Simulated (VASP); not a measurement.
# Mo2C (Pbcn) in VASP: relaxation of the atoms with LDA

Aim: the relaxation of the atoms of Mo2C with LDA.

Program: VASP 6.6.1. These are calculated values, not measurements. Logs are shortened: lines on timing, memory, paths and dates and some standing lists are left out, and cuts for length are marked.

## (1) The cell of the first run

It takes space group Pbcn (No. 60, orthorhombic). Conventional cell: a = 4.735 Å, b = 6.025 Å, c = 5.210 Å, α = 90.00°, β = 90.00°, γ = 90.00°. Within 3.1 Å of Mo (site symmetry 1) lie 3 C at 2.09 to 2.12 Å and 12 Mo at 2.90 to 3.01 Å. C (site symmetry 2) has 6 Mo at 2.09 to 2.12 Å within 2.8 Å.

## (2) Relaxation of the atoms, LDA

Input file INCAR:

```
SYSTEM = Mo2C
PREC = Accurate
ENCUT = 520
EDIFF = 1E-7
ISMEAR = 1
SIGMA = 0.05
LREAL = .FALSE.
LASPH = .TRUE.
NELM = 120
ALGO = Normal
ISIF = 2
LWAVE = .FALSE.
LCHARG = .FALSE.
GGA = CA
IBRION = 2
NSW = 80
EDIFFG = -0.02
GGA_COMPAT = .FALSE.
NELMIN = 4
KPAR = 4
```

Input file KPOINTS:

```
Automatic mesh
0
G
  5 4 5
  0 0 0
```

Input file POSCAR:

```
Mo2C
1.0
    4.7350000000      0.0000000000      0.0000000000
    0.0000000000      6.0250000000      0.0000000000
    0.0000000000      0.0000000000      5.2100000000
Mo C
8 4
Direct
    0.2450000000      0.1250000000      0.0830000000
    0.2550000000      0.3750000000      0.5830000000
    0.7450000000      0.3750000000      0.9170000000
    0.7550000000      0.1250000000      0.4170000000
    0.7550000000      0.8750000000      0.9170000000
    0.7450000000      0.6250000000      0.4170000000
    0.2550000000      0.6250000000      0.0830000000
    0.2450000000      0.8750000000      0.5830000000
    0.0000000000      0.3750000000      0.2500000000
    0.5000000000      0.1250000000      0.7500000000
    0.0000000000      0.6250000000      0.7500000000
    0.5000000000      0.8750000000      0.2500000000
```

Potentials or basis: VASP PAW LDA potentials, release 64 (Mo_sv, C).

Command:

```sh
cat potpaw_LDA.64/Mo_sv/POTCAR potpaw_LDA.64/C/POTCAR > POTCAR
mpirun -np 4 vasp_std > vasp.out
```

OUTCAR:

```text
SYSTEM = Mo2C
   PREC = Accurate
   ENCUT = 520
   EDIFF = 1E-7
   ISMEAR = 1
   LREAL = .FALSE.
   LASPH = .TRUE.
   NELM = 120
   ISIF = 2
   GGA = CA
   IBRION = 2
   NSW = 80
   EDIFFG = -0.02
   NELMIN = 4

 ion  position               nearest neighbor table
   1  0.245  0.125  0.083-   9 2.09  10 2.11  12 2.12   5 2.90   4 2.90   3 2.94   3 2.94   5 2.97
                             4 2.98   8 3.01   8 3.01   2 3.01   2 3.01   7 3.01   7 3.01
   2  0.255  0.375  0.583-  10 2.09   9 2.11  11 2.12   6 2.90   3 2.90   4 2.94   4 2.94   6 2.97
                             3 2.98   7 3.01   7 3.01   1 3.01   1 3.01   8 3.01   8 3.01
   3  0.745  0.375  0.917-  10 2.09   9 2.11  11 2.12   7 2.90   2 2.90   1 2.94   1 2.94   7 2.97
                             2 2.98   6 3.01   6 3.01   4 3.01   4 3.01   5 3.01   5 3.01
   4  0.755  0.125  0.417-   9 2.09  10 2.11  12 2.12   8 2.90   1 2.90   2 2.94   2 2.94   8 2.97
                             1 2.98   5 3.01   5 3.01   3 3.01   3 3.01   6 3.01   6 3.01
   5  0.755  0.875  0.917-  11 2.09  12 2.11  10 2.12   1 2.90   8 2.90   7 2.94   7 2.94   1 2.97
                             8 2.98   4 3.01   4 3.01   6 3.01   6 3.01   3 3.01   3 3.01
   6  0.745  0.625  0.417-  12 2.09  11 2.11   9 2.12   2 2.90   7 2.90   8 2.94   8 2.94   2 2.97
                             7 2.98   3 3.01   3 3.01   5 3.01   5 3.01   4 3.01   4 3.01
   7  0.255  0.625  0.083-  12 2.09  11 2.11   9 2.12   3 2.90   6 2.90   5 2.94   5 2.94   3 2.97
                             6 2.98   2 3.01   2 3.01   8 3.01   8 3.01   1 3.01   1 3.01
   8  0.245  0.875  0.583-  11 2.09  12 2.11  10 2.12   4 2.90   5 2.90   6 2.94   6 2.94   4 2.97
                             5 2.98   1 3.01   1 3.01   7 3.01   7 3.01   2 3.01   2 3.01
   9  0.000  0.375  0.250-   1 2.09   4 2.09   3 2.11   2 2.11   6 2.12   7 2.12
  10  0.500  0.125  0.750-   2 2.09   3 2.09   1 2.11   4 2.11   5 2.12   8 2.12
  11  0.000  0.625  0.750-   5 2.09   8 2.09   7 2.11   6 2.11   2 2.12   3 2.12
  12  0.500  0.875  0.250-   6 2.09   7 2.09   5 2.11   8 2.11   1 2.12   4 2.12

  LATTYP: Found a simple orthorhombic cell.
 ALAT       =     4.7350000000
 B/A-ratio  =     1.1003167899
 C/A-ratio  =     1.2724392819

  Lattice vectors:

 A1 = (  -4.7350000000,   0.0000000000,   0.0000000000)
 A2 = (   0.0000000000,   0.0000000000,   5.2100000000)
 A3 = (   0.0000000000,   6.0250000000,   0.0000000000)

Analysis of symmetry for initial positions (statically):
=====================================================================
 Subroutine PRICEL returns:
 Original cell was already a primitive cell.

 Routine SETGRP: Setting up the symmetry group for a
 simple orthorhombic supercell.

 Subroutine GETGRP returns: Found  8 space group operations
 (whereof  2 operations were pure point group operations)
 out of a pool of  8 trial point group operations.
[... 151 lines left out ...]
   EFERMI =   0.00;   METHOD = LEGACY
   ISMEAR =     1;   SIGMA  =   0.05  broadening in eV -4-tet -1-fermi 0-gaus
   EFERMI_NEDOS =   21; number of points for ismear=-14 and -15
   IALGO  =     38    algorithm
   IMIX   =      4    mixing-type and parameters
     AMIX     =   0.40;   BMIX     =  1.00
     AMIX_MAG =   1.60;   BMIX_MAG =  1.00
  volume/ion in A,a.u.               =      12.39        83.59
  Fermi-wavevector in a.u.,A,eV,Ry     =   1.557542  2.943329 33.006898  2.425939
  Thomas-Fermi vector in A             =   2.661178
   LORBIT       =      0    0 simple, 1 ext, 2 COOP (PROOUT), +10 PAW based schemes
   GGA     = CA    functional components
   LHFCALC =     F    Hartree Fock is set to
   AEXX    =    0.0000 exact exchange contribution
   IVDW    =     0    specifies the selected vdW correction
   LEPSILON=     F    determine dielectric tensor
   LRPA    =     F    only Hartree local field effects (RPA)
 conjugate gradient relaxation of ions
 non-spin polarized calculation
 Methfessel and Paxton  Order N= 1 SIGMA  =   0.05
  energy-cutoff  :      520.00
  volume of cell :      148.63
 maximum number of plane-waves:      4024
 NGX is ok and might be reduce to    36
   NGX = 17   NGY = 23   NGZ = 19

--------------------------------------- Ionic step        1  -------------------------------------------

 number of electron     128.0000018 magnetization

 Free energy of the ion-electron system (eV)
  ---------------------------------------------------
  ext. energy  EPLUGINS =         0.00000000
  ---------------------------------------------------
  free energy    TOTEN  =      -139.74924576 eV

  energy without entropy =     -139.75028483  energy(sigma->0) =     -139.74959211

------------------------ aborting loop because EDIFF is reached ----------------------------------------

  FORCE on cell =-STRESS in cart. coord.  units (eV):
  Direction    XX          YY          ZZ          XY          YZ          ZX
  --------------------------------------------------------------------------------------
  -------------------------------------------------------------------------------------
  Total       -8.0857173     -6.9103656     -8.9208315      0.0000000      0.0000000      0.0000000
  in kB      -87.1594297    -74.4898071    -96.1614844      0.0000000      0.0000000      0.0000000
  external PRESSURE =     -85.9369071 kB  Pullay stress =       0.0000000 kB
[... 263 lines left out ...]
--------------------------------------- Ionic step        7  -------------------------------------------

 number of electron     128.0000005 magnetization

 Free energy of the ion-electron system (eV)
  ---------------------------------------------------
  ext. energy  EPLUGINS =         0.00000000
  ---------------------------------------------------
  free energy    TOTEN  =      -139.80844316 eV

  energy without entropy =     -139.80788831  energy(sigma->0) =     -139.80825821

 E-fermi :  12.1390     XC(G=0): -13.5305

 val. band max:       12.1183189322   @ k =   0.2000   0.2500   0.2000
 cond. band min:      12.1465364674   @ k =   0.4000   0.2500   0.0000
 fundamental gap:      0.0282175353
 Fermi energy:        12.1389891623

 k-point     1 :       0.0000    0.0000    0.0000
  band No.  band energies     occupation
      1     -49.0076      2.00000
      2     -48.8825      2.00000
      3     -48.8818      2.00000
      4     -48.8705      2.00000
      5     -48.8515      2.00000
      6     -48.8296      2.00000
[... 1885 lines left out ...]
     75      14.0234      0.00000
     76      14.2225      0.00000

 [... further k-points ...]

------------------------ aborting loop because EDIFF is reached ----------------------------------------

  FORCE on cell =-STRESS in cart. coord.  units (eV):
  Direction    XX          YY          ZZ          XY          YZ          ZX
  --------------------------------------------------------------------------------------
  -------------------------------------------------------------------------------------
  Total       -8.6070874     -6.9907480     -7.9043678      0.0000000      0.0000000      0.0000000
  in kB      -92.7795022    -75.3562837    -85.2045852      0.0000000      0.0000000      0.0000000
  external PRESSURE =     -84.4467904 kB  Pullay stress =       0.0000000 kB
[... 27 lines left out ...]
  FREE ENERGIE OF THE ION-ELECTRON SYSTEM (eV)
  ---------------------------------------------------
  free  energy   TOTEN  =      -139.8084431649 eV

  energy  without entropy=     -139.8078883087  energy(sigma->0) =     -139.80825821

 reached required accuracy - stopping structural energy minimisation
```

OSZICAR:

```text
N       E                     dE             d eps       ncg     rms          rms(c)
DAV:   1     0.167051446333E+04    0.16705E+04   -0.76526E+04  4128   0.177E+03
DAV:   2    -0.525329758008E+02   -0.17230E+04   -0.16799E+04  4296   0.569E+02
[... 59 lines left out ...]
DAV:   1    -0.139807943425E+03    0.29519E-03   -0.12274E-01  4116   0.223E+00    0.610E-02
DAV:   2    -0.139808448913E+03   -0.50549E-03   -0.53059E-03  4676   0.370E-01    0.362E-02
DAV:   3    -0.139808447434E+03    0.14790E-05   -0.89359E-05  5264   0.368E-02    0.218E-02
DAV:   4    -0.139808443034E+03    0.43997E-05   -0.13643E-05  4896   0.206E-02    0.319E-03
DAV:   5    -0.139808443170E+03   -0.13599E-06   -0.16776E-06  4704   0.516E-03    0.166E-03
DAV:   6    -0.139808443165E+03    0.54424E-08   -0.28643E-08  2520   0.844E-04
   7 F= -.13980844E+03 E0= -.13980826E+03  d E =-.204592E-03
```

CONTCAR:

```text
Mo2C
   1.00000000000000
     4.7350000000000003    0.0000000000000000    0.0000000000000000
     0.0000000000000000    6.0250000000000004    0.0000000000000000
     0.0000000000000000    0.0000000000000000    5.2100000000000000
  Mo              C
     8     4
Direct
     0.2465731284133927    0.1224193016197533    0.0797269033683649
     0.2534268715866073    0.3775806983802468    0.5797269033683650
     0.7465731284133927    0.3775806983802468    0.9202730966316350
     0.7534268715866073    0.1224193016197533    0.4202730966316351
     0.7534268715866073    0.8775806983802468    0.9202730966316350
     0.7465731284133927    0.6224193016197532    0.4202730966316351
     0.2534268715866073    0.6224193016197532    0.0797269033683649
     0.2465731284133927    0.8775806983802468    0.5797269033683650
     0.0000000000000000    0.3768713411390778    0.2500000000000000
     0.5000000000000000    0.1231286588609221    0.7500000000000000
     0.0000000000000000    0.6231286588609221    0.7500000000000000
     0.5000000000000000    0.8768713411390779    0.2500000000000000

  0.00000000E+00  0.00000000E+00  0.00000000E+00
  0.00000000E+00  0.00000000E+00  0.00000000E+00
  0.00000000E+00  0.00000000E+00  0.00000000E+00
  0.00000000E+00  0.00000000E+00  0.00000000E+00
  0.00000000E+00  0.00000000E+00  0.00000000E+00
  0.00000000E+00  0.00000000E+00  0.00000000E+00
  0.00000000E+00  0.00000000E+00  0.00000000E+00
  0.00000000E+00  0.00000000E+00  0.00000000E+00
  0.00000000E+00  0.00000000E+00  0.00000000E+00
  0.00000000E+00  0.00000000E+00  0.00000000E+00
  0.00000000E+00  0.00000000E+00  0.00000000E+00
  0.00000000E+00  0.00000000E+00  0.00000000E+00
```

Wall time 3.4 min (4 MPI ranks of AMD EPYC 9R45 (Zen 5), shared host); peak memory 0.32 GiB.

Results:

- Free energy: -139.8084 eV
- Energy gained by relaxing: 4.9 meV/atom
- Ionic steps: 7
- Pressure after relaxing: -8.4 GPa
- Largest force after relaxing: 0.016 eV/Å
- Band gap on the k mesh: zero (bands 64 and 65 overlap by 0.87 eV)

Forces in eV/Å, atoms in the order of the input:
```
Mo  -0.016  0.002  0.004
Mo   0.016 -0.002  0.004
Mo  -0.016 -0.002 -0.004
Mo   0.016  0.002 -0.004
Mo   0.016 -0.002 -0.004
Mo  -0.016  0.002 -0.004
Mo   0.016  0.002  0.004
Mo  -0.016 -0.002  0.004
C    0.000 -0.002  0.000
C    0.000  0.002  0.000
C    0.000  0.002  0.000
C    0.000 -0.002  0.000
```

The path:
```tsv
step	energy change (eV)	largest force (eV/Å)	pressure (GPa)
1	0.0000	0.5960	-8.59
2	-0.0322	0.4070	-8.01
3	-0.0532	0.1335	-8.37
4	-0.0580	0.0558	-8.41
5	-0.0590	0.0234	-8.43
6	-0.0590	0.0251	-8.43
7	-0.0592	0.0164	-8.44
```

Final structure:
```
Mo C
1.0
     4.73500    0.00000    0.00000
     0.00000    6.02500    0.00000
     0.00000    0.00000    5.21000
Mo C
8 4
Direct
  0.24657 0.12242 0.07973
  0.25343 0.37758 0.57973
  0.74657 0.37758 0.92027
  0.75343 0.12242 0.42027
  0.75343 0.87758 0.92027
  0.74657 0.62242 0.42027
  0.25343 0.62242 0.07973
  0.24657 0.87758 0.57973
  0.00000 0.37687 0.25000
  0.50000 0.12313 0.75000
  0.00000 0.62313 0.75000
  0.50000 0.87687 0.25000
```

The gap in the log of VASP goes by the Fermi energy; the results here count the filled bands.